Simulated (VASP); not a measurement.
# TaSi2 (P-6m2) in VASP: further runs

TaSi2 is run at these levels: PBE; tasks: single point, relaxation of cell and atoms.

All numbers are computed with VASP 6.6.1; they aren't measurements. Logs are shortened: lines on timing, memory, paths and dates and some standing lists are left out, and cuts for length are marked.

**1. The cell of the first run**

Symmetry: P-6m2, No. 187, hexagonal system. The conventional cell has a = 2.992 Å, b = 2.992 Å, c = 6.348 Å, α = 90.00°, β = 90.00°, γ = 120.00°. Within 3.5 Å of Ta (site symmetry -6m2) lie 6 Si at 2.65 Å and 6 Ta at 2.99 Å. Within 3.1 Å of Si (site symmetry 3m) lie 7 Si at 2.33 to 2.99 Å and 3 Ta at 2.65 Å.

**2. Single point, PBE**

INCAR

```
SYSTEM = TaSi2
  ALGO = Normal
  EDIFF = 1E-6
  ENCUT = 520
  GGA = PE
  ISIF = 2
  ISMEAR = 0
  LASPH = .True.
  LCHARG = .False.
  LREAL = .False.
  LWAVE = .False.
  NBANDS = 16
  NELM = 60
  PREC = Accurate
  SIGMA = 0.1
```

KPOINTS

```
k-points
0
Gamma
  6 6 4
  0 0 0
```

POSCAR

```
TaSi2
1.0
    2.9919449136      0.0000000024      0.0000000000
   -1.4959724589      2.5911003007      0.0000000000
    0.0000000000      0.0000000000      6.3477110547
Ta Si
1 2
Direct
    0.6666666667      0.3333333333      0.5000000000
    0.3333333333      0.6666666667      0.1832108807
    0.3333333333      0.6666666667      0.8167891193
```

Potentials or basis: VASP PAW PBE potentials, release 64 (Ta_pv, Si).

Started as:

```bash
$ cat potpaw_PBE.64/Ta_pv/POTCAR potpaw_PBE.64/Si/POTCAR > POTCAR
$ mpirun -np 1 vasp_std > vasp.out
```

OUTCAR:

```text
SYSTEM = TaSi2
   EDIFF = 1E-6
   ENCUT = 520
   GGA = PE
   ISIF = 2
   ISMEAR = 0
   LASPH = .True.
   LREAL = .False.
   NELM = 60
   PREC = Accurate

 ion  position               nearest neighbor table
   1  0.667  0.333  0.500-   2 2.65   3 2.65   2 2.65   3 2.65   2 2.65   3 2.65
   2  0.333  0.667  0.183-   3 2.33   1 2.65   1 2.65   1 2.65
   3  0.333  0.667  0.817-   2 2.33   1 2.65   1 2.65   1 2.65

  LATTYP: Found a hexagonal cell.
 ALAT       =     2.9919449136
 C/A-ratio  =     2.1216002427

  Lattice vectors:

 A1 = (   2.9919449136,   0.0000000024,   0.0000000000)
 A2 = (  -1.4959724589,   2.5911003007,   0.0000000000)
 A3 = (   0.0000000000,   0.0000000000,   6.3477110547)

Analysis of symmetry for initial positions (statically):
=====================================================================
 Subroutine PRICEL returns:
 Original cell was already a primitive cell.

 Routine SETGRP: Setting up the symmetry group for a
 hexagonal supercell.

 Subroutine GETGRP returns: Found 12 space group operations
 (whereof 12 operations were pure point group operations)
 out of a pool of 24 trial point group operations.

The static configuration has the point symmetry D_3h.

Analysis of symmetry for dynamics (positions and initial velocities):
=====================================================================
 Subroutine PRICEL returns:
 Original cell was already a primitive cell.

 Routine SETGRP: Setting up the symmetry group for a
 hexagonal supercell.

 Subroutine GETGRP returns: Found 12 space group operations
 (whereof 12 operations were pure point group operations)
 out of a pool of 24 trial point group operations.

The dynamic configuration has the point symmetry D_3h.

 Subroutine INISYM returns: Found 12 space group operations
 (whereof 12 operations are pure point group operations),
 and found     1 'primitive' translations

----------------------------------------------------------------------------------------

                                     Primitive cell

  volume of cell :      49.2102

  direct lattice vectors                    reciprocal lattice vectors
     2.991944914  0.000000002  0.000000000     0.334230752  0.192968215  0.000000000
    -1.495972459  2.591100301  0.000000000    -0.000000000  0.385936430  0.000000000
     0.000000000  0.000000000  6.347711055     0.000000000  0.000000000  0.157537101

  length of vectors
     2.991944914  2.991944914  6.347711055     0.385936430  0.385936430  0.157537101

  position of ions in fractional coordinates (direct lattice)
     0.666666667  0.333333333  0.500000000
     0.333333333  0.666666667  0.183210881
     0.333333333  0.666666667  0.816789119

  ion indices of the primitive-cell ions
   primitive index   ion index
                 1           1
                 2           2
                 3           3

----------------------------------------------------------------------------------------

 KPOINTS: k-points

Automatic generation of k-mesh.
 Grid dimensions read from file:
 generate k-points for:    6    6    4

 Generating k-lattice:

  Cartesian coordinates                     Fractional coordinates (reciprocal lattice)
     0.055705125  0.032161369  0.000000000     0.166666667  0.000000000  0.000000000
    -0.000000000  0.064322738  0.000000000    -0.000000000  0.166666667  0.000000000
     0.000000000  0.000000000  0.039384275     0.000000000  0.000000000  0.250000000

  Length of vectors
     0.064322738  0.064322738  0.039384275

  Shift w.r.t. Gamma in fractional coordinates (k-lattice)
     0.000000000  0.000000000  0.000000000

 Subroutine IBZKPT returns following result:
 ===========================================

 Found     21 irreducible k-points:

 Following reciprocal coordinates:
            Coordinates               Weight
  0.000000  0.000000  0.000000      1.000000
  0.166667 -0.000000  0.000000      6.000000
  0.333333  0.000000  0.000000      6.000000
  0.500000  0.000000  0.000000      3.000000
  0.166667  0.166667  0.000000      6.000000
  0.333333  0.166667  0.000000     12.000000
[... 13 lines left out ...]
  0.333333  0.166667  0.500000     12.000000
  0.333333  0.333333  0.500000      2.000000
   k-points           NKPTS =     21   k-points in BZ     NKDIM =     21   number of bands    NBANDS=     16
   number of dos      NEDOS =    301   number of ions     NIONS =      3
   total plane-waves  NPLWV =  27648
   dimension x,y,z NGX =    24 NGY =   24 NGZ =   48
   dimension x,y,z NGXF=    48 NGYF=   48 NGZF=   96
   ions per type =               1   2
   NGX,Y,Z   is equivalent  to a cutoff of  13.34, 13.34, 12.57 a.u.
   NGXF,Y,Z  is equivalent  to a cutoff of  26.67, 26.67, 25.14 a.u.
 SYSTEM =  TaSi2
   PREC   = accura    normal or accurate (medium, high low for compatibility)
   ISTART =      0    job   : 0-new  1-cont  2-samecut
   ICHARG =      2    charge: 1-file 2-atom 10-const
   ISPIN  =      1    spin polarized calculation?
   LNONCOLLINEAR =      F non collinear calculations
   LSORBIT =      F    spin-orbit coupling
   LASPH  =      T    aspherical Exc in radial PAW
   ENCUT  =  520.0 eV  38.22 Ry    6.18 a.u.   5.56  5.56 11.80*2*pi/ulx,y,z
   NELM   =     60;   NELMIN=  2; NELMDL= -5     # of ELM steps
   EDIFF  = 0.1E-05   stopping-criterion for ELM
   LREAL  =      F    real-space projection
   EDIFFG = 0.1E-04   stopping-criterion for IOM
   NSW    =      0    number of steps for IOM
   IBRION =     -1    ionic relax: 0-MD 1-quasi-New 2-CG
   NFREE  =      0    steps in history (QN), initial steepest desc. (CG)
   ISIF   =      2    stress and relaxation
   ISYM   =      2    0-nonsym 1-usesym 2-fastsym
   POTIM  = 0.5000    time-step for ionic-motion
   TEBEG  =    0.0;   TEEND  =   0.0 temperature during run
   PSTRESS=    0.0 pullay stress
   NELECT =      19.0000    total number of electrons
   NUPDOWN=      -1.0000    fix difference up-down
   EMIN   =  10.00;   EMAX   =-10.00  energy-range for DOS
   EFERMI =   0.00;   METHOD = LEGACY
   ISMEAR =     0;   SIGMA  =   0.10  broadening in eV -4-tet -1-fermi 0-gaus
   EFERMI_NEDOS =   21; number of points for ismear=-14 and -15
   IALGO  =     38    algorithm
   IMIX   =      4    mixing-type and parameters
     AMIX     =   0.40;   BMIX     =  1.00
     AMIX_MAG =   1.60;   BMIX_MAG =  1.00
  volume/ion in A,a.u.               =      16.40       110.70
  Fermi-wavevector in a.u.,A,eV,Ry     =   1.192086  2.252717 19.334829  1.421070
  Thomas-Fermi vector in A             =   2.328133
   LORBIT       =      0    0 simple, 1 ext, 2 COOP (PROOUT), +10 PAW based schemes
   GGA     = PE    functional components
   LHFCALC =     F    Hartree Fock is set to
   AEXX    =    0.0000 exact exchange contribution
   IVDW    =     0    specifies the selected vdW correction
   LEPSILON=     F    determine dielectric tensor
   LRPA    =     F    only Hartree local field effects (RPA)
 non-spin polarized calculation
 Gauss-broadening in eV      SIGMA  =   0.10
  energy-cutoff  :      520.00
  volume of cell :       49.21
 maximum number of plane-waves:      1368
 NGX is ok and might be reduce to    24
   NGX = 11   NGY = 11   NGZ = 23

 number of electron      18.9999996 magnetization

 Free energy of the ion-electron system (eV)
  ---------------------------------------------------
  ext. energy  EPLUGINS =         0.00000000
  ---------------------------------------------------
  free energy    TOTEN  =       -22.72197286 eV

  energy without entropy =      -22.71390578  energy(sigma->0) =      -22.71793932

 E-fermi :   7.9793     XC(G=0): -11.4344

 val. band max:        7.9739849711   @ k =   0.0000   0.0000   0.0000
 cond. band min:       7.9808164602   @ k =   0.0000   0.0000   0.2500
 fundamental gap:      0.0068314891
 Fermi energy:         7.9792815117

 k-point     1 :       0.0000    0.0000    0.0000
  band No.  band energies     occupation
      1     -26.5527      2.00000
      2     -25.9954      2.00000
      3     -25.9954      2.00000
      4      -4.5359      2.00000
      5      -0.9757      2.00000
      6       0.5741      2.00000
[... 8 lines left out ...]
     15      15.6178      0.00000
     16      16.1732      0.00000

 k-point     2 :       0.1667   -0.0000    0.0000
  band No.  band energies     occupation
      1     -26.5192      2.00000
      2     -26.2002      2.00000
      3     -26.0422      2.00000
      4      -3.9128      2.00000
      5      -0.5825      2.00000
      6       1.3594      2.00000
[... 8 lines left out ...]
     15      14.9027      0.00000
     16      14.9141      0.00000

 k-point     3 :       0.3333    0.0000    0.0000
  band No.  band energies     occupation
      1     -26.5915      2.00000
      2     -26.4516      2.00000
      3     -26.1345      2.00000
      4      -2.1671      2.00000
      5       0.4649      2.00000
      6       2.8929      2.00000
[... 8 lines left out ...]
     15      13.4503      0.00000
     16      15.2013      0.00000

 k-point     4 :       0.5000    0.0000    0.0000
  band No.  band energies     occupation
      1     -26.7788      2.00000
      2     -26.4174      2.00000
      3     -26.1800      2.00000
      4      -0.2128      2.00000
      5       1.3185      2.00000
      6       1.7342      2.00000
[... 8 lines left out ...]
     15      14.2202      0.00000
     16      14.4903      0.00000
[... 267 lines left out ...]
 k-point    19 :       0.1667    0.1667    0.5000
  band No.  band energies     occupation
      1     -26.4687      2.00000
      2     -26.4583      2.00000
      3     -26.1514      2.00000
      4      -2.3260      2.00000
      5      -0.8978      2.00000
      6       4.0795      2.00000
[... 8 lines left out ...]
     15      12.4474      0.00000
     16      13.3234      0.00000

 k-point    20 :       0.3333    0.1667    0.5000
  band No.  band energies     occupation
      1     -26.6815      2.00000
      2     -26.4176      2.00000
      3     -26.2857      2.00000
      4      -0.5730      2.00000
      5       1.2826      2.00000
      6       3.3278      2.00000
[... 8 lines left out ...]
     15      13.0629      0.00000
     16      14.3462      0.00000

 k-point    21 :       0.3333    0.3333    0.5000
  band No.  band energies     occupation
      1     -26.5563      2.00000
      2     -26.5352      2.00000
      3     -26.4005      2.00000
      4       0.5211      2.00000
      5       2.7904      2.00000
      6       3.1769      2.00000
[... 8 lines left out ...]
     15      13.9856      0.00000
     16      15.3577      0.00000

------------------------ aborting loop because EDIFF is reached ----------------------------------------

  FORCE on cell =-STRESS in cart. coord.  units (eV):
  Direction    XX          YY          ZZ          XY          YZ          ZX
  --------------------------------------------------------------------------------------
  -------------------------------------------------------------------------------------
  Total        0.0179497      0.0179497     -0.0066869     -0.0000000      0.0000000      0.0000000
  in kB        0.5844032      0.5844032     -0.2177127     -0.0000000      0.0000000      0.0000000
  external PRESSURE =       0.3170312 kB  Pullay stress =       0.0000000 kB

 VOLUME and BASIS-vectors are now :
 -----------------------------------------------------------------------------
  energy-cutoff  :      520.00
  volume of cell :       49.21
      direct lattice vectors                 reciprocal lattice vectors
     2.991944914  0.000000002  0.000000000     0.334230752  0.192968215  0.000000000
    -1.495972459  2.591100301  0.000000000    -0.000000000  0.385936430  0.000000000
     0.000000000  0.000000000  6.347711055     0.000000000  0.000000000  0.157537101

 POSITION                                       TOTAL-FORCE (eV/Angst)
 -----------------------------------------------------------------------------------
      1.49597      0.86370      3.17386        -0.000000      0.000000     -0.000000
     -0.00000      1.72740      1.16297         0.000000     -0.000000     -0.029782
     -0.00000      1.72740      5.18474         0.000000     -0.000000      0.029782
 -----------------------------------------------------------------------------------
    total drift:                               -0.000000      0.000000      0.000000

  FREE ENERGIE OF THE ION-ELECTRON SYSTEM (eV)
  ---------------------------------------------------
  free  energy   TOTEN  =       -22.7219728579 eV

  energy  without entropy=      -22.7139057825  energy(sigma->0) =      -22.71793932
```

Run time: 12 s. Hardware: 1 thread of Intel Xeon Platinum 8259CL at 2.50GHz (Skylake/Cascade Lake), shared host; peak memory 0.17 GiB.

What came out:

* Free energy: -22.7220 eV
* Pressure: 0.0 GPa
* Largest force: 0.030 eV/Å

Forces in eV/Å, atoms in the order of the input:
```
Ta   0.000  0.000  0.000
Si   0.000  0.000 -0.030
Si   0.000  0.000  0.030
```

Levels at points of the mesh, in eV from the Fermi level:
```
           k point  band 5  band 6  band 7  band 8  band 9  band 10  band 11  band 12  band 13  band 14
(0.00, 0.00, 0.00)   -8.95   -7.41   -2.27   -0.01   -0.01     2.22     2.22     2.60     6.19     6.19
(0.50, 0.00, 0.00)   -6.66   -6.25   -4.12   -3.31   -1.41     0.25     0.86     2.17     2.47     5.48
(0.00, 0.00, 0.50)  -10.88   -4.64   -3.83    0.01    0.01     2.15     2.15     2.35     6.16     6.16
(0.50, 0.00, 0.50)   -6.47   -5.63   -4.56   -3.44   -2.69    -0.02     2.72     3.37     4.22     4.65
```

Caveat: the k points lie up to 0.40 Å⁻¹ apart; spin-orbit coupling is left out, which moves the levels of the heavy elements.

**3. Single point, PBE**

This run uses another cell than the first one, of 17.92 Å³/atom, 1.092 times its volume.

INCAR

```
SYSTEM = TaSi2
PREC = Accurate
ENCUT = 520
EDIFF = 1E-7
ISMEAR = 0
SIGMA = 0.1
LREAL = .FALSE.
LASPH = .TRUE.
NELM = 60
ALGO = Normal
ISIF = 2
LWAVE = .FALSE.
LCHARG = .FALSE.
GGA = PE
NBANDS = 16
```

KPOINTS

```
Automatic mesh
0
G
  6 6 4
  0 0 0
```

POSCAR

```
TaSi2
1.0
    3.6161096900      0.0000000000      0.0000000000
   -1.8080548500      3.1316428600      0.0000000000
    0.0000000000      0.0000000000      4.7473319700
Ta Si
1 2
Direct
    0.6666666700      0.3333333300      0.5000000000
    0.3333333300      0.6666666700      0.2271925400
    0.3333333300      0.6666666700      0.7728074600
```

Potentials or basis: VASP PAW PBE potentials, release 64 (Ta_pv, Si).

Started as:

```bash
$ cat potpaw_PBE.64/Ta_pv/POTCAR potpaw_PBE.64/Si/POTCAR > POTCAR
$ mpirun -np 1 vasp_std > vasp.out
```

OUTCAR:

```text
SYSTEM = TaSi2
   PREC = Accurate
   ENCUT = 520
   EDIFF = 1E-7
   ISMEAR = 0
   LREAL = .FALSE.
   LASPH = .TRUE.
   NELM = 60
   ISIF = 2
   GGA = PE

 ion  position               nearest neighbor table
   1  0.667  0.333  0.500-   2 2.46   3 2.46   2 2.46   3 2.46   2 2.46   3 2.46
   2  0.333  0.667  0.227-   3 2.16   1 2.46   1 2.46   1 2.46   3 2.59
   3  0.333  0.667  0.773-   2 2.16   1 2.46   1 2.46   1 2.46   2 2.59

  LATTYP: Found a hexagonal cell.
 ALAT       =     3.6161096900
 C/A-ratio  =     1.3128285304

  Lattice vectors:
[... 585 lines left out ...]

  FORCE on cell =-STRESS in cart. coord.  units (eV):
  Direction    XX          YY          ZZ          XY          YZ          ZX
  --------------------------------------------------------------------------------------
  -------------------------------------------------------------------------------------
  Total        5.9629199      5.9629199     10.6345061     -0.0000000     -0.0000000     -0.0000000
  in kB      177.7076527    177.7076533    316.9308263     -0.0000003     -0.0000000     -0.0000000
  external PRESSURE =     224.1153774 kB  Pullay stress =       0.0000000 kB

 VOLUME and BASIS-vectors are now :
 -----------------------------------------------------------------------------
  energy-cutoff  :      520.00
  volume of cell :       53.76
      direct lattice vectors                 reciprocal lattice vectors
     3.616109690  0.000000000  0.000000000     0.276540284  0.159660607  0.000000000
    -1.808054850  3.131642860  0.000000000     0.000000000  0.319321214  0.000000000
     0.000000000  0.000000000  4.747331970     0.000000000  0.000000000  0.210644633

 POSITION                                       TOTAL-FORCE (eV/Angst)
 -----------------------------------------------------------------------------------
      1.80805      1.04388      2.37367         0.000000     -0.000000      0.000000
     -0.00000      2.08776      1.07856        -0.000000     -0.000000     -0.094138
     -0.00000      2.08776      3.66877        -0.000000      0.000000      0.094138
 -----------------------------------------------------------------------------------
    total drift:                               -0.000005      0.000003      0.000000

  FREE ENERGIE OF THE ION-ELECTRON SYSTEM (eV)
  ---------------------------------------------------
  free  energy   TOTEN  =       -19.9746432762 eV

  energy  without entropy=      -19.9531202657  energy(sigma->0) =      -19.96388177
```

It took 15 s on 1 thread of Intel Xeon Platinum 8259CL at 2.50GHz (Skylake/Cascade Lake), shared host; peak memory 0.17 GiB.

Results:

- Free energy: -19.9746 eV
- Pressure: 22.4 GPa
- Largest force: 0.094 eV/Å

Forces on the atoms (eV/Å):
```
Ta   0.000  0.000  0.000
Si   0.000  0.000 -0.094
Si   0.000  0.000  0.094
```

Caveat: spin-orbit coupling is left out, which moves the levels of the heavy elements.

[end of part 1 of 2]
